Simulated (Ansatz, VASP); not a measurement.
One calculation of MgO, two programs

Contents of INCAR:

```
SYSTEM = MgO
PREC = Accurate ; ENCUT = 600
EDIFF = 1E-6 ; ISMEAR = 0
SIGMA = 0.05 ; LREAL = .False.
LASPH = .True. ; NELM = 120
ALGO = Normal ; ISIF = 2
LWAVE = .False. ; LCHARG = .False.
NBANDS = 11 ; GGA_COMPAT = .False.
```

File KPOINTS:

```
Automatic mesh
0
Gamma
  6 6 6
  0 0 0
```

POSCAR

```
MgO
1.0
    0.0000000000      2.1351500000      2.1351500000
    2.1351500000      0.0000000000      2.1351500000
    2.1351500000      2.1351500000      0.0000000000
Mg O
1 1
Direct
    0.0000000000      0.0000000000      0.0000000000
    0.3594946491      0.5000000000      0.5000000000
```

Input for Ansatz:

```yaml
crystal:
  lattice:
    - [0.0, 2.13515, 2.13515]
    - [2.13515, 0.0, 2.13515]
    - [2.13515, 2.13515, 0.0]
  atoms:
    - { symbol: Mg, position: [0.0, 0.0, 0.0] }
    - { symbol: O, position: [0.3594946491, 0.5, 0.5] }
basis:
  ecutwfc: 420
kpoints:
  mp_grid: { grid: [6, 6, 6] }
hamiltonian:
  xc: lda
scf:
  occupations: { method: gaussian, width: 0.05 }
output:
  forces: true
  stress: true
  eigenvalues: true
```

Alike in both runs: task single point; functional LDA; k mesh 6 × 6 × 6; occupations gaussian, width 0.05 eV; no spin polarisation.

|  | VASP | Ansatz |
| --- | --- | --- |
| version | VASP 6.6.1 | Ansatz 0.2.0 |
| potentials or method | VASP PAW LDA potentials, release 64 (Mg, O), cutoff 600 eV | scalar-relativistic, plane waves, PAW |
| valence electrons in the cell | 8 | 16 |

```tsv
	VASP	Ansatz	Ansatz less VASP
gap on the k mesh at the Fermi level (eV)	4.20	4.20	-0.006
least direct gap on the mesh (eV)	4.20	4.20	-0.006
pressure (GPa)	1.8	3.2	+1.38
traceless stress, the component that is largest in VASP (GPa)	-17.35	-16.88	+0.471
rms of the force components (eV/Å)	1.290	1.251	-0.0396
```

LDA's correlation is that of Perdew and Zunger in VASP and of Perdew and Wang (1992) in Ansatz. Atom by atom the forces differ by 0.040 eV/Å (rms over components). VASP's potentials hold 8 valence electrons a cell and Ansatz's 16, so a difference there can come from the potentials and not from the codes.

The k mesh is coarse, so the values compare programs but aren't converged.
